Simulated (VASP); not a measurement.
# Mg: relaxation of cell and atoms with PBEsol

Mg:

```
Mg
1.0
     3.00835    0.00000    0.00000
    -1.50418    2.60531    0.00000
     0.00000    0.00000    4.91281
Mg
2
Direct
  0.33333 0.66667 0.25000
  0.66667 0.33333 0.75000
```

```
Program                : VASP 6.6.1
Task                   : relaxation of cell and atoms
Functional             : PBEsol
Potentials or basis    : VASP PAW PBE potentials, release 64 (Mg)
Cutoff                 : 600 eV
k mesh                 : 9 × 9 × 4
Occupations            : gaussian, width 0.1 eV
Spin                   : no spin polarisation
Target pressure        : 8.05 GPa
Dipole correction      : no
Further INCAR settings : ALGO = Fast; EDIFF = 1e-06; IBRION = 2; EDIFFG = -0.05; NSW = 80; ISIF = 3
```

```json
{"Pressure after relaxing": "8.1 GPa", "Band gap on the k mesh": "zero (band 2 reaches 4.52 eV, above the bottom of band 3 at 2.28 eV)"}
```

Stress tensor (GPa, compression positive):
```
8.05 0.00 0.00
0.00 8.05 0.00
0.00 0.00 8.14
```

Final structure:
```
Mg
1.0
     3.00835    0.00000    0.00000
    -1.50418    2.60531    0.00000
     0.00000    0.00000    4.91281
Mg
2
Direct
  0.33333 0.66667 0.25000
  0.66667 0.33333 0.75000
```

Levels at points of the mesh, in eV from the Fermi level:
| k point | band 1 | band 2 | band 3 | band 4 | band 5 | band 6 |
| --- | --- | --- | --- | --- | --- | --- |
| (0.00, 0.00, 0.00) | -7.56 | -1.85 | -1.12 | 12.21 | 12.21 | 12.72 |
| (0.00, 0.00, 0.50) | -6.01 | -6.01 | 5.65 | 5.65 | 12.97 | 12.97 |

Run time: 5 s on 1 thread of Intel(R) Xeon(R) Platinum 8559C (Emerald Rapids), on a shared host, peak memory 0.15 GiB.

Caveat: the relaxation stopped at its first step, so nothing moved; the cell is relaxed towards a set pressure, so the enthalpy falls and the energy may rise; the PAW data sets were made with another functional, which shifts forces and pressure a little.
